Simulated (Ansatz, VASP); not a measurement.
**Ti in VASP and in Ansatz**

The input INCAR:

```
ALGO = Normal
EDIFF = 1E-6
ENCUT = 520
GGA = PE
ISIF = 2
ISMEAR = 0
LASPH = T
LCHARG = T
LELF = T
LREAL = F
LVHAR = T
LWAVE = F
NBANDS = 12
NELM = 100
PREC = Accurate
SIGMA = 0.15
```

KPOINTS

```
k-points
0
Gamma
  22 22 22
```

Contents of POSCAR:

```
Ti
1.0
   -1.6029567722      1.6029567722      1.6029567722
    1.6029567722     -1.6029567722      1.6029567722
    1.6029567722      1.6029567722     -1.6029567722
Ti
1
Direct
    0.0000000000      0.0000000000      0.0000000000
```

Input for Ansatz:

```yaml
crystal:
  lattice:
    - [-1.6029567722, 1.6029567722, 1.6029567722]
    - [1.6029567722, -1.6029567722, 1.6029567722]
    - [1.6029567722, 1.6029567722, -1.6029567722]
  atoms:
    - { symbol: Ti, position: [0.0, 0.0, 0.0] }
basis:
  ecutwfc: 520.0
kpoints:
  mp_grid: { grid: [22, 22, 22] }
hamiltonian:
  xc: pbe
scf:
  occupations: { method: gaussian, width: 0.15 }
  lower_state_search: "off"
output:
  forces: true
  stress: true
  eigenvalues: true
```

Alike in both runs: task single point; functional PBE; k mesh 22 × 22 × 22; occupations gaussian, width 0.15 eV; no spin polarisation.

|  | VASP | Ansatz |
| --- | --- | --- |
| version | VASP 6.6.1 | Ansatz 0.2.0 |
| potentials or method | VASP PAW PBE potentials, release 64 (Ti_sv), cutoff 520 eV | scalar-relativistic, plane waves, PAW |
| valence electrons in the cell | 12 | 12 |

VASP gave:

| Item | Value |
| --- | --- |
| gap on the k mesh at the Fermi level (eV) | none |
| pressure (GPa) | 5.0 |

Question: Which values does Ansatz return?

Answer: gap on the k mesh at the Fermi level (eV): none; pressure (GPa): 5.3.

A gap of «none» marks a metal or a gap that the smearing closes.
